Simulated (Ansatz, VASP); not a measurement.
# One calculation of LuAg4Bi2Cl, two programs

```
CELL_PARAMETERS angstrom
4.16779 0.00000 0.00000
0.00000 4.16779 0.00000
0.00000 0.00000 9.65421
ATOMIC_POSITIONS crystal
Cl 0.00000 0.00000 0.50000
Lu 0.00000 0.00000 0.00000
Ag 0.50000 0.00000 0.84800
Ag 0.00000 0.50000 0.84800
Ag 0.50000 0.00000 0.15200
Ag 0.00000 0.50000 0.15200
Bi 0.50000 0.50000 0.71930
Bi 0.50000 0.50000 0.28070
```

Alike in both runs: task single point; functional r2SCAN; k mesh 6 × 6 × 3; occupations methfessel-paxton of order 1, width 0.0205 eV; no spin polarisation.

```csv
,VASP,Ansatz
version,VASP 6.6.1,Ansatz 0.2.0
potentials or method,"VASP PAW PBE potentials, release 64 (Cl, Lu, Ag, Bi_d), cutoff 520 eV",PAW plane waves
valence electrons in the cell,106,138
```

Ansatz gave:

- rms of the force components (eV/Å): 2.465

Problem. Estimate VASP's values.

Solution. rms of the force components (eV/Å): 2.494.

VASP's potentials were made for PBE, not for r2SCAN. Atom by atom the forces differ by 0.033 eV/Å (rms over components). VASP's potentials hold 106 valence electrons a cell and Ansatz's 138, so a difference there can come from the potentials and not from the codes.

Spin-orbit coupling is off throughout.
